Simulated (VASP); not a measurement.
# Be (P6_3/mmc) in VASP: notebook, part 2 of 2

VASP 6.6.1. The steps go on from the part before.

## Step 4: Single point, PBE

This run uses another cell than the first one, of 7.90 Å³/atom, 0.926 times its volume.

The input, INCAR:

```
PREC = Accurate
ENCUT = 520
EDIFF = 1E-7
ISMEAR = -1
SIGMA = 0.1
LREAL = False
LASPH = True
NELM = 80
ALGO = Normal
ISIF = 2
LWAVE = False
LCHARG = True
GGA = PE
LELF = True
LVHAR = True
NBANDS = 12
```

The input, KPOINTS:

```
Automatic mesh
0
Gamma
  21 21 6
```

The input, POSCAR:

```
Be
1.0
    2.2547941531      0.0000000000      0.0000000000
   -1.1273970766      1.9527090169      0.0000000000
    0.0000000000      0.0000000000      7.1780674534
Be
4
Direct
    0.0000000000      1.0000000000      1.0000000000
    0.0000000000      0.0000000000      0.5000000000
    0.3333333333      0.6666666667      0.2500000000
    0.6666666667      0.3333333333      0.7500000000
```

Potentials or basis: VASP PAW PBE potentials, release 64 (Be).

Run with:

```bash
$ cat potpaw_PBE.64/Be/POTCAR > POTCAR
$ mpirun -np 1 vasp_std > vasp.out
```

OUTCAR:

```text
PREC = Accurate
   ENCUT = 520
   EDIFF = 1E-7
   ISMEAR = -1
   LREAL = False
   LASPH = True
   NELM = 80
   ISIF = 2
   GGA = PE

 ion  position               nearest neighbor table
   1  0.000  0.000  0.000-   3 2.22   4 2.22   4 2.22   3 2.22   4 2.22   3 2.22
   2  0.000  0.000  0.500-   3 2.22   4 2.22   4 2.22   3 2.22   4 2.22   3 2.22
   3  0.333  0.667  0.250-   1 2.22   2 2.22   1 2.22   2 2.22   1 2.22   2 2.22
   4  0.667  0.333  0.750-   1 2.22   2 2.22   1 2.22   2 2.22   1 2.22   2 2.22

  LATTYP: Found a hexagonal cell.
 ALAT       =     2.2547941531
 C/A-ratio  =     3.1834690735

  Lattice vectors:

 A1 = (   2.2547941531,   0.0000000000,   0.0000000000)
 A2 = (  -1.1273970766,   1.9527090169,   0.0000000000)
 A3 = (   0.0000000000,   0.0000000000,   7.1780674534)

Analysis of symmetry for initial positions (statically):
=====================================================================
 Subroutine PRICEL returns:
 Original cell was already a primitive cell.

 Routine SETGRP: Setting up the symmetry group for a
 hexagonal supercell.

 Subroutine GETGRP returns: Found 24 space group operations
 (whereof 12 operations were pure point group operations)
 out of a pool of 24 trial point group operations.

The static configuration has the point symmetry D_3d.
 The point group associated with its full space group is D_6h.

Analysis of symmetry for dynamics (positions and initial velocities):
=====================================================================
 Subroutine PRICEL returns:
 Original cell was already a primitive cell.

 Routine SETGRP: Setting up the symmetry group for a
 hexagonal supercell.

 Subroutine GETGRP returns: Found 24 space group operations
 (whereof 12 operations were pure point group operations)
 out of a pool of 24 trial point group operations.

The dynamic configuration has the point symmetry D_3d.
 The point group associated with its full space group is D_6h.

 Subroutine INISYM returns: Found 24 space group operations
 (whereof 12 operations are pure point group operations),
[... 132 lines left out ...]
  energy-cutoff  :      520.00
  volume of cell :       31.60
 maximum number of plane-waves:       870
 NGX is ok and might be reduce to    18
   NGX =  9   NGY =  9   NGZ = 27

 number of electron       8.0000000 magnetization

 Free energy of the ion-electron system (eV)
  ---------------------------------------------------
  ext. energy  EPLUGINS =         0.00000000
  ---------------------------------------------------
  free energy    TOTEN  =       -14.94340634 eV

  energy without entropy =      -14.93261474  energy(sigma->0) =      -14.93801054

 E-fermi :   7.1899     XC(G=0): -10.6096

 val. band max:        7.1778856687   @ k =   0.2857   0.2381   0.1667
 cond. band min:       7.1999806750   @ k =   0.2857   0.2857   0.0000
 fundamental gap:      0.0220950063
 Fermi energy:         7.1898581545

 k-point     1 :       0.0000    0.0000    0.0000
  band No.  band energies     occupation
      1      -4.3261      2.00000
      2      -2.2061      2.00000
      3      -2.1783      2.00000
      4       2.4819      2.00000
      5       7.9603      0.00090
      6      17.4247      0.00000
      7      17.4264      0.00000
      8      23.3559      0.00000
      9      23.3559      0.00000
     10      24.5185      0.00000
     11      24.5186      0.00000
     12      24.8455      0.00000
[... 331 lines left out ...]
 k-point    24 :       0.1905    0.0952    0.0000
  band No.  band energies     occupation
      1      -2.4829      2.00000
      2      -0.3433      2.00000
      3      -0.3151      2.00000
      4       4.8744      2.00000
      5       8.3485      0.00002
      6      14.7984      0.00000
      7      16.4377      0.00000
      8      16.8103      0.00000
      9      17.9262      0.00000
     10      18.5043      0.00000
     11      19.2865      0.00000
     12      20.1815      0.00000

 [... further k-points ...]

------------------------ aborting loop because EDIFF is reached ----------------------------------------

  FORCE on cell =-STRESS in cart. coord.  units (eV):
  Direction    XX          YY          ZZ          XY          YZ          ZX
  --------------------------------------------------------------------------------------
  -------------------------------------------------------------------------------------
  Total        0.0000102      0.0000102      0.0918616     -0.0000000      0.0000000      0.0000000
  in kB        0.0005151      0.0005151      4.6568519     -0.0000000      0.0000000      0.0000000
  external PRESSURE =       1.5526274 kB  Pullay stress =       0.0000000 kB

 VOLUME and BASIS-vectors are now :
 -----------------------------------------------------------------------------
  energy-cutoff  :      520.00
  volume of cell :       31.60
      direct lattice vectors                 reciprocal lattice vectors
     2.254794153  0.000000000  0.000000000     0.443499465  0.256054535  0.000000000
    -1.127397077  1.952709017  0.000000000     0.000000000  0.512109071  0.000000000
     0.000000000  0.000000000  7.178067453     0.000000000  0.000000000  0.139313263

 POSITION                                       TOTAL-FORCE (eV/Angst)
 -----------------------------------------------------------------------------------
      0.00000      0.00000      0.00000        -0.000000      0.000000      0.000000
      0.00000      0.00000      3.58903        -0.000000      0.000000      0.000000
     -0.00000      1.30181      1.79452        -0.000000      0.000000      0.000000
      1.12740      0.65090      5.38355         0.000000     -0.000000     -0.000000
 -----------------------------------------------------------------------------------
    total drift:                               -0.000000      0.000000     -0.000000

  FREE ENERGIE OF THE ION-ELECTRON SYSTEM (eV)
  ---------------------------------------------------
  free  energy   TOTEN  =       -14.9434063373 eV

  energy  without entropy=      -14.9326147355  energy(sigma->0) =      -14.93801054
```

OSZICAR:

```text
N       E                     dE             d eps       ncg     rms          rms(c)
DAV:   1     0.183363041112E+01    0.18336E+01   -0.35465E+03  4616   0.564E+02
DAV:   2    -0.146186001505E+02   -0.16452E+02   -0.15742E+02  6048   0.103E+02
DAV:   3    -0.150674000161E+02   -0.44880E+00   -0.44349E+00  6716   0.118E+01
DAV:   4    -0.150689641777E+02   -0.15642E-02   -0.15637E-02  5520   0.720E-01
DAV:   5    -0.150689695390E+02   -0.53614E-05   -0.53608E-05  6472   0.384E-02    0.166E+00
DAV:   6    -0.149789810192E+02    0.89989E-01   -0.11562E-02  5260   0.115E+00    0.102E+00
DAV:   7    -0.149434877227E+02    0.35493E-01   -0.12316E-02  5172   0.121E+00    0.383E-02
DAV:   8    -0.149434068032E+02    0.80919E-04   -0.14331E-04  6064   0.727E-02    0.143E-02
DAV:   9    -0.149434052664E+02    0.15368E-05   -0.40916E-06  6224   0.136E-02    0.841E-03
DAV:  10    -0.149434064156E+02   -0.11492E-05   -0.27199E-06  6440   0.121E-02    0.615E-04
DAV:  11    -0.149434066087E+02   -0.19309E-06   -0.71240E-08  4020   0.155E-03    0.435E-04
DAV:  12    -0.149434063363E+02    0.27241E-06   -0.16834E-08  3348   0.102E-03    0.732E-05
DAV:  13    -0.149434063373E+02   -0.10129E-08   -0.18521E-09  3088   0.352E-04
   1 F= -.14943406E+02 E0= -.14938011E+02  d E =-.107916E-01
```

It took 28 s on 1 thread of Intel Xeon 6975P-C (Granite Rapids), shared host; peak memory 0.17 GiB.

Results:

```
Free energy            : -14.9434 eV
Pressure               : 0.2 GPa
Band gap on the k mesh : zero (band 4 reaches 8.17 eV, above the bottom of band 5 at 6.55 eV)
```

## Step 5: Relaxation of cell and atoms, PBE

This run uses another cell than the first one, of 8.11 Å³/atom, 0.951 times its volume.

The input, INCAR:

```
SYSTEM = Be
PREC = Accurate ; ENCUT = 600
EDIFF = 1E-6 ; ISMEAR = -1
SIGMA = 0.1 ; LREAL = .FALSE.
LASPH = .TRUE. ; NELM = 80
ALGO = Normal ; ISIF = 3
LWAVE = .FALSE. ; LCHARG = .FALSE.
GGA = PE ; IBRION = 2
NSW = 80 ; EDIFFG = -0.01
```

The input, KPOINTS:

```
Automatic mesh
0
G
  16 16 5
  0 0 0
```

The input, POSCAR:

```
Be
1.0
    2.2554104699      0.0000000000      0.0000000000
   -1.1277052350      1.9532427629      0.0000000000
    0.0000000000      0.0000000000      7.3661705948
Be
4
Direct
    0.0000000000      0.0000000000      0.0000000000
    0.0000000000      0.0000000000      0.5000000000
    0.3333333333      0.6666666667      0.2500000000
    0.6666666667      0.3333333333      0.7500000000
```

Potentials or basis: VASP PAW PBE potentials, release 64 (Be).

Run with:

```bash
$ cat potpaw_PBE.64/Be/POTCAR > POTCAR
$ mpirun -np 1 vasp_std > vasp.out
```

OUTCAR:

```text
SYSTEM = Be
   PREC = Accurate
   ENCUT = 600
   EDIFF = 1E-6
   ISMEAR = -1
   LREAL = .FALSE.
   LASPH = .TRUE.
   NELM = 80
   ISIF = 3
   GGA = PE
   IBRION = 2
   NSW = 80
   EDIFFG = -0.01

 ion  position               nearest neighbor table
   1  0.000  0.000  0.000-   3 2.26   4 2.26   4 2.26   3 2.26   4 2.26   3 2.26
   2  0.000  0.000  0.500-   3 2.26   4 2.26   4 2.26   3 2.26   4 2.26   3 2.26
   3  0.333  0.667  0.250-   1 2.26   2 2.26   1 2.26   2 2.26   1 2.26   2 2.26
   4  0.667  0.333  0.750-   1 2.26   2 2.26   1 2.26   2 2.26   1 2.26   2 2.26

  LATTYP: Found a hexagonal cell.
 ALAT       =     2.2554104699
 C/A-ratio  =     3.2660000000

  Lattice vectors:

 A1 = (   2.2554104699,   0.0000000000,   0.0000000000)
 A2 = (  -1.1277052350,   1.9532427629,   0.0000000000)
 A3 = (   0.0000000000,   0.0000000000,   7.3661705948)

Analysis of symmetry for initial positions (statically):
[... 263 lines left out ...]

  energy without entropy =      -14.94550708  energy(sigma->0) =      -14.94896011

 E-fermi :   7.0926     XC(G=0): -10.6051

 val. band max:        7.0813272242   @ k =   0.3125   0.3125   0.4000
 cond. band min:       7.1062502243   @ k =   0.3125   0.1250   0.0000
 fundamental gap:      0.0249230000
 Fermi energy:         7.0925996090

 k-point     1 :       0.0000    0.0000    0.0000
  band No.  band energies     occupation
      1      -4.3298      2.00000
      2      -2.2102      2.00000
      3      -2.1840      2.00000
      4       2.4754      2.00000
      5       7.9447      0.00040
      6      17.4021      0.00000
      7      17.4040      0.00000
      8      23.3267      0.00000
[... 243 lines left out ...]
 k-point    24 :       0.2500    0.1875    0.0000
  band No.  band energies     occupation
      1      -0.1267      2.00000
      2       1.9524      2.00000
      3       1.9682      2.00000
      4       7.7939      0.00180
      5       8.1365      0.00006
      6      10.9158      0.00000
      7      12.2087      0.00000
      8      12.4230      0.00000

 [... further k-points ...]
[... 5 lines left out ...]
  --------------------------------------------------------------------------------------
  -------------------------------------------------------------------------------------
  Total       -0.0036593     -0.0036593     -0.0078203      0.0000000      0.0000000     -0.0000000
  in kB       -0.1852518     -0.1852518     -0.3959039      0.0000000      0.0000000     -0.0000000
  external PRESSURE =      -0.2554692 kB  Pullay stress =       0.0000000 kB
[... 19 lines left out ...]
  FREE ENERGIE OF THE ION-ELECTRON SYSTEM (eV)
  ---------------------------------------------------
  free  energy   TOTEN  =       -14.9524131351 eV

  energy  without entropy=      -14.9455070831  energy(sigma->0) =      -14.94896011

 reached required accuracy - stopping structural energy minimisation
```

OSZICAR:

```text
N       E                     dE             d eps       ncg     rms          rms(c)
DAV:   1     0.324523780052E+01    0.32452E+01   -0.39398E+03  1440   0.937E+02
[... 13 lines left out ...]
DAV:   2    -0.149523761171E+02    0.21756E-03   -0.75206E-04  2016   0.267E-01    0.109E-01
DAV:   3    -0.149522295395E+02    0.14658E-03   -0.10621E-04  2320   0.132E-01    0.300E-03
DAV:   4    -0.149522292067E+02    0.33275E-06   -0.73815E-07  1880   0.843E-03
   2 F= -.14952229E+02 E0= -.14948788E+02  d E =-.245899E-01
       N       E                     dE             d eps       ncg     rms          rms(c)
DAV:   1    -0.149524133338E+02   -0.18379E-03   -0.15013E-03  2104   0.332E-01    0.146E-02
DAV:   2    -0.149524131351E+02    0.19874E-06   -0.55231E-06  1968   0.229E-02
   3 F= -.14952413E+02 E0= -.14948960E+02  d E =-.247738E-01
```

Run time: 16 s. Hardware: 1 thread of Intel Xeon 6975P-C (Granite Rapids), shared host; peak memory 0.15 GiB.

What came out:

| Property | Result |
| --- | --- |
| Free energy | -14.9524 eV |
| Relaxed volume | 7.91 Å³/atom |
| Relaxed cell | a = 2.256 Å, b = 2.256 Å, c = 7.181 Å, α = 90.00°, β = 90.00°, γ = 120.00° |
| Space group after relaxing (to 0.05 Å) | P6_3/mmc (No. 194) |
| Energy gained by relaxing | 6.2 meV/atom |
| Ionic steps | 3 |
| Pressure after relaxing | 0.0 GPa |
| Band gap on the k mesh | zero (band 4 reaches 7.98 eV, above the bottom of band 5 at 6.42 eV) |

Step by step:
```csv
step,energy change (eV),largest force (eV/Å),pressure (GPa),volume (Å³)
1,0.0000,0.0000,-3.10,32.45
2,-0.0246,0.0000,-0.30,31.71
3,-0.0248,0.0000,-0.03,31.65
```

Final structure:
```cif
data_structure
_symmetry_space_group_name_H-M 'P 1'
_symmetry_Int_Tables_number 1
_cell_length_a 2.2558
_cell_length_b 2.2558
_cell_length_c 7.1814
_cell_angle_alpha 90.000
_cell_angle_beta 90.000
_cell_angle_gamma 120.000
_cell_volume 31.65
loop_
_atom_site_label
_atom_site_type_symbol
_atom_site_fract_x
_atom_site_fract_y
_atom_site_fract_z
_atom_site_occupancy
Be1 Be 0.00000 0.00000 0.00000 1
Be2 Be 0.00000 0.00000 0.50000 1
Be3 Be 0.33333 0.66667 0.25000 1
Be4 Be 0.66667 0.33333 0.75000 1
```

## Step 6: Overview

```csv
task,cell,k mesh,cutoff (eV),gap on the mesh (eV),pressure (GPa)
single point,"a = 2.313, b = 2.313, c = 7.365 Å, angles 90.0, 90.0, 120.0°, 4 atoms",18 × 18 × 5,520,none,-8.2
single point,"a = 2.342, b = 2.342, c = 7.454 Å, angles 90.0, 90.0, 120.0°, 4 atoms",18 × 18 × 5,520,none,-11.4
single point,"a = 2.255, b = 2.255, c = 7.178 Å, angles 90.0, 90.0, 120.0°, 4 atoms",21 × 21 × 6,520,none,0.2
relaxation of cell and atoms,"relaxed from a = 2.255, b = 2.255, c = 7.366 Å, angles 90.0, 90.0, 120.0°, 4 atoms",16 × 16 × 5,600,none,0.0
```

Alike in all rows: level PBE; potentials or basis VASP PAW PBE potentials, release 64 (Be); no spin polarisation; smearing fermi-dirac 0.1 eV.

Absolute energies hang on the potentials; compare differences alone.
